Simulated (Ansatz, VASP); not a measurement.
**AlN: VASP beside Ansatz**

```
CELL_PARAMETERS angstrom
0.00000 2.17114 2.17114
2.17114 0.00000 2.17114
2.17114 2.17114 0.00000
ATOMIC_POSITIONS crystal
Al 0.00000 0.00000 0.00000
N 0.25000 0.25000 0.25000
```

Alike in both runs: functional LDA; k mesh 14 × 14 × 14; occupations fermi-dirac, width 0.08 eV; no spin polarisation.

Ansatz relaxed the structure, and its values are those at the end. VASP's run is a single point on that final structure, the one shown.

|  | VASP | Ansatz |
| --- | --- | --- |
| version | VASP 6.6.1 | Ansatz 0.2.0 |
| potentials or method | VASP PAW LDA potentials, release 64 (Al, N) | PAW with Ansatz's default frozen-core files, scalar-relativistic |
| plane-wave cutoff (eV) | 520 | 420 |
| valence electrons in the cell | 8 | 8 |

```csv
,VASP,Ansatz,Ansatz less VASP
pressure (GPa),0.6,0.0,-0.63
```

LDA's correlation is that of Perdew and Zunger in VASP and of Perdew and Wang (1992) in Ansatz.
